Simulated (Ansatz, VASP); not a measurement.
# Pd in VASP and in Ansatz

```
CELL_PARAMETERS angstrom
0.00000 1.97203 1.97203
1.97203 0.00000 1.97203
1.97203 1.97203 0.00000
ATOMIC_POSITIONS crystal
Pd 0.00000 0.00000 0.00000
```

Alike in both runs: functional PBE; k mesh 19 × 19 × 19; occupations fermi-dirac, width 0.05 eV; no spin polarisation.

Ansatz relaxed the structure, and its values are those at the end. VASP's run is a single point on that final structure, the one shown.

|  | VASP | Ansatz |
| --- | --- | --- |
| version | VASP 6.6.1 | Ansatz 0.2.0 |
| potentials or method | VASP PAW PBE potentials, release 64 (Pd) | PAW with Ansatz's default frozen-core files, scalar-relativistic |
| plane-wave cutoff (eV) | 500 | 420 |
| valence electrons in the cell | 10 | 18 |

Ansatz gave:

```
pressure (GPa) : 0.0
```

Q: Which values does VASP return?

A: Pressure (GPa): -0.2.

VASP's potentials hold 10 valence electrons a cell and Ansatz's 18, so a difference there can come from the potentials and not from the codes.
